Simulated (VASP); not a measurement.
# RuC2 (P6_422) in VASP: single point with PBE

Aim: the single point of RuC2 with PBE.

All numbers are computed with VASP 6.6.1; they aren't measurements. Logs are shortened: lines on timing, memory, paths and dates and some standing lists are left out, and cuts for length are marked.

## (1) The cell of the first run

Symmetry: P6_422, No. 181, hexagonal system. Conventional cell: a = 5.778 Å, b = 5.778 Å, c = 6.688 Å, α = 90.00°, β = 90.00°, γ = 120.00°. Ru (site symmetry 222) has 4 C at 1.85 Å within 2.5 Å. C (site symmetry 2) has 2 Ru at 1.85 Å within 2.5 Å.

## (2) Single point, PBE

File INCAR:

```
ALGO = Normal
EDIFF = 1E-7
ENCUT = 520
GGA = PE
ISIF = 2
ISMEAR = 0
LASPH = T
LCHARG = F
LREAL = F
LWAVE = F
NBANDS = 43
NELM = 80
PREC = Accurate
SIGMA = 0.1
```

File KPOINTS:

```
k-points
0
Gamma
  12 12 6
```

File POSCAR:

```
RuC2
1.0
    5.7782012328      0.0000000000      0.0000000000
   -2.8891006164      5.0040690558      0.0000000000
    0.0000000000      0.0000000000      6.6882010273
Ru C
3 6
Direct
    0.5000000000      0.0000000000      0.0000000000
    0.0000000000      0.5000000000      0.3333333333
    0.5000000000      0.5000000000      0.6666666667
    0.4360523398      0.2180261699      0.8333333333
    0.7819738301      0.2180261699      0.1666666667
    0.7819738301      0.5639476602      0.5000000000
    0.2180261699      0.4360523398      0.5000000000
    0.2180261699      0.7819738301      0.1666666667
    0.5639476602      0.7819738301      0.8333333333
```

Potentials or basis: VASP PAW PBE potentials, release 64 (Ru_pv, C).

On the command line:

```bash
$ cat potpaw_PBE.64/Ru_pv/POTCAR potpaw_PBE.64/C/POTCAR > POTCAR
$ mpirun -np 1 vasp_std > vasp.out
```

OUTCAR:

```text
EDIFF = 1E-7
   ENCUT = 520
   GGA = PE
   ISIF = 2
   ISMEAR = 0
   LASPH = T
   LREAL = F
   NELM = 80
   PREC = Accurate

 ion  position               nearest neighbor table
   1  0.500  0.000  0.000-   4 1.85   5 1.85   8 1.85   9 1.85
   2  0.000  0.500  0.333-   5 1.85   8 1.85   7 1.85   6 1.85
   3  0.500  0.500  0.667-   4 1.85   9 1.85   7 1.85   6 1.85
   4  0.436  0.218  0.833-   3 1.85   1 1.85
   5  0.782  0.218  0.167-   2 1.85   1 1.85
   6  0.782  0.564  0.500-   3 1.85   2 1.85
   7  0.218  0.436  0.500-   3 1.85   2 1.85
   8  0.218  0.782  0.167-   2 1.85   1 1.85
   9  0.564  0.782  0.833-   3 1.85   1 1.85

  LATTYP: Found a hexagonal cell.
 ALAT       =     5.7782012328
 C/A-ratio  =     1.1574884221

  Lattice vectors:

 A1 = (   5.7782012328,   0.0000000000,   0.0000000000)
 A2 = (  -2.8891006164,   5.0040690558,   0.0000000000)
 A3 = (   0.0000000000,   0.0000000000,   6.6882010273)

Analysis of symmetry for initial positions (statically):
=====================================================================
 Subroutine PRICEL returns:
 Original cell was already a primitive cell.

 Routine SETGRP: Setting up the symmetry group for a
 hexagonal supercell.

 Subroutine GETGRP returns: Found 12 space group operations
 (whereof  4 operations were pure point group operations)
 out of a pool of 24 trial point group operations.

The static configuration has the point symmetry D_2 .
 The point group associated with its full space group is D_6 .

Analysis of symmetry for dynamics (positions and initial velocities):
=====================================================================
 Subroutine PRICEL returns:
 Original cell was already a primitive cell.

 Routine SETGRP: Setting up the symmetry group for a
 hexagonal supercell.

 Subroutine GETGRP returns: Found 12 space group operations
 (whereof  4 operations were pure point group operations)
 out of a pool of 24 trial point group operations.

The dynamic configuration has the point symmetry D_2 .
 The point group associated with its full space group is D_6 .

 Subroutine INISYM returns: Found 12 space group operations
 (whereof  4 operations are pure point group operations),
 and found     1 'primitive' translations

----------------------------------------------------------------------------------------

                                     Primitive cell

  volume of cell :     193.3861

  direct lattice vectors                    reciprocal lattice vectors
     5.778201233  0.000000000  0.000000000     0.173064239  0.099918685  0.000000000
    -2.889100616  5.004069056  0.000000000     0.000000000  0.199837370  0.000000000
     0.000000000  0.000000000  6.688201027     0.000000000  0.000000000  0.149517037

  length of vectors
     5.778201233  5.778201233  6.688201027     0.199837370  0.199837370  0.149517037

  position of ions in fractional coordinates (direct lattice)
     0.500000000  0.000000000  0.000000000
     0.000000000  0.500000000  0.333333333
     0.500000000  0.500000000  0.666666667
     0.436052340  0.218026170  0.833333333
     0.781973830  0.218026170  0.166666667
     0.781973830  0.563947660  0.500000000
     0.218026170  0.436052340  0.500000000
     0.218026170  0.781973830  0.166666667
     0.563947660  0.781973830  0.833333333

  ion indices of the primitive-cell ions
   primitive index   ion index
                 1           1
                 2           2
                 3           3
                 4           4
                 5           5
                 6           6
                 7           7
                 8           8
                 9           9

----------------------------------------------------------------------------------------

 KPOINTS: k-points

Automatic generation of k-mesh.
 Grid dimensions read from file:
 generate k-points for:   12   12    6

 Generating k-lattice:

  Cartesian coordinates                     Fractional coordinates (reciprocal lattice)
     0.014422020  0.008326557  0.000000000     0.083333333 -0.000000000  0.000000000
     0.000000000  0.016653114  0.000000000     0.000000000  0.083333333  0.000000000
     0.000000000  0.000000000  0.024919506     0.000000000  0.000000000  0.166666667

  Length of vectors
     0.016653114  0.016653114  0.024919506

  Shift w.r.t. Gamma in fractional coordinates (k-lattice)
     0.000000000  0.000000000  0.000000000

 Subroutine IBZKPT returns following result:
 ===========================================

 Found     76 irreducible k-points:

 Following reciprocal coordinates:
            Coordinates               Weight
  0.000000  0.000000  0.000000      1.000000
  0.083333  0.000000  0.000000      6.000000
  0.166667 -0.000000  0.000000      6.000000
  0.250000  0.000000  0.000000      6.000000
  0.333333 -0.000000  0.000000      6.000000
  0.416667  0.000000  0.000000      6.000000
[... 16 lines left out ...]
  0.250000  0.000000  0.166667     12.000000
  0.333333 -0.000000  0.166667     12.000000
 [... further k-points ...]
   k-points           NKPTS =     76   k-points in BZ     NKDIM =     76   number of bands    NBANDS=     43
   number of dos      NEDOS =    301   number of ions     NIONS =      9
   total plane-waves  NPLWV = 115200
   dimension x,y,z NGX =    48 NGY =   48 NGZ =   50
   dimension x,y,z NGXF=    96 NGYF=   96 NGZF=  100
   ions per type =               3   6
   NGX,Y,Z   is equivalent  to a cutoff of  13.81, 13.81, 12.43 a.u.
   NGXF,Y,Z  is equivalent  to a cutoff of  27.62, 27.62, 24.86 a.u.
 SYSTEM =  unknown system
   PREC   = accura    normal or accurate (medium, high low for compatibility)
   ISTART =      0    job   : 0-new  1-cont  2-samecut
   ICHARG =      2    charge: 1-file 2-atom 10-const
   ISPIN  =      1    spin polarized calculation?
   LNONCOLLINEAR =      F non collinear calculations
   LSORBIT =      F    spin-orbit coupling
   LASPH  =      T    aspherical Exc in radial PAW
   ENCUT  =  520.0 eV  38.22 Ry    6.18 a.u.  10.74 10.74 12.44*2*pi/ulx,y,z
   NELM   =     80;   NELMIN=  2; NELMDL= -5     # of ELM steps
   EDIFF  = 0.1E-06   stopping-criterion for ELM
   LREAL  =      F    real-space projection
   EDIFFG = 0.1E-05   stopping-criterion for IOM
   NSW    =      0    number of steps for IOM
   IBRION =     -1    ionic relax: 0-MD 1-quasi-New 2-CG
   NFREE  =      0    steps in history (QN), initial steepest desc. (CG)
   ISIF   =      2    stress and relaxation
   ISYM   =      2    0-nonsym 1-usesym 2-fastsym
   POTIM  = 0.5000    time-step for ionic-motion
   TEBEG  =    0.0;   TEEND  =   0.0 temperature during run
   PSTRESS=    0.0 pullay stress
   NELECT =      66.0000    total number of electrons
   NUPDOWN=      -1.0000    fix difference up-down
   EMIN   =  10.00;   EMAX   =-10.00  energy-range for DOS
   EFERMI =   0.00;   METHOD = LEGACY
   ISMEAR =     0;   SIGMA  =   0.10  broadening in eV -4-tet -1-fermi 0-gaus
   EFERMI_NEDOS =   21; number of points for ismear=-14 and -15
   IALGO  =     38    algorithm
   IMIX   =      4    mixing-type and parameters
     AMIX     =   0.40;   BMIX     =  1.00
     AMIX_MAG =   1.60;   BMIX_MAG =  1.00
  volume/ion in A,a.u.               =      21.49       145.00
  Fermi-wavevector in a.u.,A,eV,Ry     =   1.144057  2.161955 17.808213  1.308867
  Thomas-Fermi vector in A             =   2.280750
   LORBIT       =      0    0 simple, 1 ext, 2 COOP (PROOUT), +10 PAW based schemes
   GGA     = PE    functional components
   LHFCALC =     F    Hartree Fock is set to
   AEXX    =    0.0000 exact exchange contribution
   IVDW    =     0    specifies the selected vdW correction
   LEPSILON=     F    determine dielectric tensor
   LRPA    =     F    only Hartree local field effects (RPA)
 non-spin polarized calculation
 Gauss-broadening in eV      SIGMA  =   0.10
  energy-cutoff  :      520.00
  volume of cell :      193.39
 maximum number of plane-waves:      5245
 NGX is ok and might be reduce to    48
   NGX = 21   NGY = 21   NGZ = 25

 number of electron      66.0000008 magnetization

 Free energy of the ion-electron system (eV)
  ---------------------------------------------------
  ext. energy  EPLUGINS =         0.00000000
  ---------------------------------------------------
  free energy    TOTEN  =       -67.90155842 eV

  energy without entropy =      -67.87665142  energy(sigma->0) =      -67.88910492

 E-fermi :   0.9131     XC(G=0):  -8.0062

 val. band max:        0.9060437983   @ k =   0.5000   0.0000   0.3333
 cond. band min:       0.9169133794   @ k =   0.1667   0.1667   0.5000
 fundamental gap:      0.0108695811
 Fermi energy:         0.9130534170

 k-point     1 :       0.0000    0.0000    0.0000
  band No.  band energies     occupation
      1     -42.7292      2.00000
      2     -42.7292      2.00000
      3     -42.7232      2.00000
      4     -42.6907      2.00000
      5     -42.6767      2.00000
      6     -42.6767      2.00000
[... 35 lines left out ...]
     42       4.6674      0.00000
     43       4.9926      0.00000

 k-point     2 :       0.0833    0.0000    0.0000
  band No.  band energies     occupation
      1     -42.7293      2.00000
      2     -42.7292      2.00000
      3     -42.7233      2.00000
      4     -42.6905      2.00000
      5     -42.6769      2.00000
      6     -42.6767      2.00000
[... 35 lines left out ...]
     42       4.6769      0.00000
     43       4.9265      0.00000

 k-point     3 :       0.1667   -0.0000    0.0000
  band No.  band energies     occupation
      1     -42.7294      2.00000
      2     -42.7290      2.00000
      3     -42.7236      2.00000
      4     -42.6898      2.00000
      5     -42.6774      2.00000
      6     -42.6765      2.00000
[... 919 lines left out ...]
      6     -42.6752      2.00000
[... 35 lines left out ...]
     42       4.6867      0.00000
     43       4.7218      0.00000

 k-point    24 :       0.3333   -0.0000    0.1667
  band No.  band energies     occupation
      1     -42.7299      2.00000
      2     -42.7281      2.00000
      3     -42.7248      2.00000
      4     -42.6873      2.00000
      5     -42.6800      2.00000
      6     -42.6757      2.00000
[... 35 lines left out ...]
     42       4.5591      0.00000
     43       4.7135      0.00000

 [... further k-points ...]
[... 5 lines left out ...]
  --------------------------------------------------------------------------------------
  -------------------------------------------------------------------------------------
  Total       -0.0227780     -0.0227780     -0.0242490     -0.0000000     -0.0000000      0.0000000
  in kB       -0.1887124     -0.1887124     -0.2008995     -0.0000000     -0.0000000      0.0000000
  external PRESSURE =      -0.1927748 kB  Pullay stress =       0.0000000 kB

 VOLUME and BASIS-vectors are now :
 -----------------------------------------------------------------------------
  energy-cutoff  :      520.00
  volume of cell :      193.39
      direct lattice vectors                 reciprocal lattice vectors
     5.778201233  0.000000000  0.000000000     0.173064239  0.099918685  0.000000000
    -2.889100616  5.004069056  0.000000000     0.000000000  0.199837370  0.000000000
     0.000000000  0.000000000  6.688201027     0.000000000  0.000000000  0.149517037

 POSITION                                       TOTAL-FORCE (eV/Angst)
 -----------------------------------------------------------------------------------
      2.88910      0.00000      0.00000         0.000000      0.000000      0.000000
     -1.44455      2.50203      2.22940         0.000000      0.000000      0.000000
      1.44455      2.50203      4.45880         0.000000      0.000000     -0.000000
      1.88970      1.09102      5.57350         0.002016      0.001164      0.000000
      3.88850      1.09102      1.11470        -0.002016      0.001164      0.000000
      2.88910      2.82203      3.34410         0.000000     -0.002328      0.000000
      0.00000      2.18204      3.34410         0.000000      0.002328      0.000000
     -0.99940      3.91305      1.11470         0.002016     -0.001164      0.000000
      0.99940      3.91305      5.57350        -0.002016     -0.001164      0.000000
 -----------------------------------------------------------------------------------
    total drift:                               -0.000000     -0.000000      0.000001

  FREE ENERGIE OF THE ION-ELECTRON SYSTEM (eV)
  ---------------------------------------------------
  free  energy   TOTEN  =       -67.9015584235 eV

  energy  without entropy=      -67.8766514192  energy(sigma->0) =      -67.88910492
```

It took 10 min on 1 thread of AMD EPYC 9R45 (Zen 5), shared host; peak memory 0.61 GiB.

What came out:

```yaml
Free_energy: -67.9016 eV
Pressure: 0.0 GPa
Band_gap_on_the_k_mesh: zero (bands 33 and 34 overlap by 0.24 eV)
```

Forces on the atoms (eV/Å):
```
Ru   0.000  0.000  0.000
Ru   0.000  0.000  0.000
Ru   0.000  0.000  0.000
C    0.002  0.001  0.000
C   -0.002  0.001  0.000
C    0.000 -0.002  0.000
C    0.000  0.002  0.000
C    0.002 -0.001  0.000
C   -0.002 -0.001  0.000
```
